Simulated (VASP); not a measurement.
# SnSe2: single point with PBEsol

Crystal: SnSe2.

```
CELL_PARAMETERS angstrom
0.00000 3.40686 3.40686
3.40686 0.00000 3.40686
3.40686 3.40686 0.00000
ATOMIC_POSITIONS crystal
Sn 0.00000 0.00000 0.00000
Se 0.25000 0.25000 0.25000
Se 0.75000 0.75000 0.75000
```

| Quantity | Value |
| --- | --- |
| Program | VASP 6.6.1 |
| Task | single point |
| Functional | PBEsol |
| Potentials or basis | VASP PAW PBE potentials, release 64 (Sn_d, Se) |
| Cutoff | 520 eV |
| k mesh | 4 × 4 × 4 |
| Occupations | methfessel-paxton, width 0.5 eV |
| Spin | no spin polarisation |
| Dipole correction | no |
| Further INCAR settings | ALGO = Normal; EDIFF = 1e-06; NBANDS = 20 |

| Item | Value |
| --- | --- |
| Pressure | -1.2 GPa |
| Band gap on the k mesh | zero (band 13 reaches 4.84 eV, above the bottom of band 14 at 2.95 eV) |

Levels at points of the mesh, in eV from the Fermi level:
```
           k point  band 11  band 12  band 13  band 14  band 15  band 16
(0.00, 0.00, 0.00)    -2.82    -1.44    -1.44    -1.44     1.99     1.99
(0.50, 0.00, 0.00)    -2.93    -2.04    -2.04     1.13     4.07     4.07
(0.50, 0.50, 0.00)    -1.24     0.24     0.24     0.75     2.59     5.38
```

It took 8.3 s on 1 thread of Intel(R) Xeon(R) Platinum 8481C CPU @ 2.70GHz (Sapphire Rapids), with other jobs on the host, peak memory 0.2 GiB.

Caveat: the k points lie up to 0.40 Å⁻¹ apart; the PAW data sets were made with another functional, which shifts forces and pressure a little; spin-orbit coupling is left out, which moves the levels of the heavy elements.
